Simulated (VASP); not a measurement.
Here is a VASP 6.6.1 calculation.

INCAR

```
PREC = Accurate ; ENCUT = 520
EDIFF = 1E-7 ; ISMEAR = -1
SIGMA = 0.15 ; LREAL = F
LASPH = T ; NELM = 80
ALGO = Normal ; ISIF = 2
LWAVE = F ; LCHARG = F
GGA = PS ; NBANDS = 15
```

KPOINTS

```
Automatic mesh
0
Gamma
  11 11 10
```

File POSCAR:

```
TaN
1.0
    2.9574575207      0.0000000000      0.0000000000
   -1.4787287603      2.5612337096      0.0000000000
    0.0000000000      0.0000000000      2.9020932717
Ta N
1 1
Direct
    0.3333333333      0.6666666667      0.5000000000
    0.0000000000      0.0000000000      0.0000000000
```

Potentials or basis: VASP PAW PBE potentials, release 64 (Ta_pv, N).

Command:

```bash
$ cat potpaw_PBE.64/Ta_pv/POTCAR potpaw_PBE.64/N/POTCAR > POTCAR
$ mpirun -np 1 vasp_std > vasp.out
```

(1) Predict the band gap on the k mesh.

(2) What does it give for the pressure?

## Answers

(1) zero (bands 8 and 9 overlap by 0.49 eV).

(2) -10.7 GPa.

Caveat: the cell stands under tension; the PAW data sets were made with another functional, which shifts forces and pressure a little; spin-orbit coupling is left out, which moves the levels of the heavy elements.
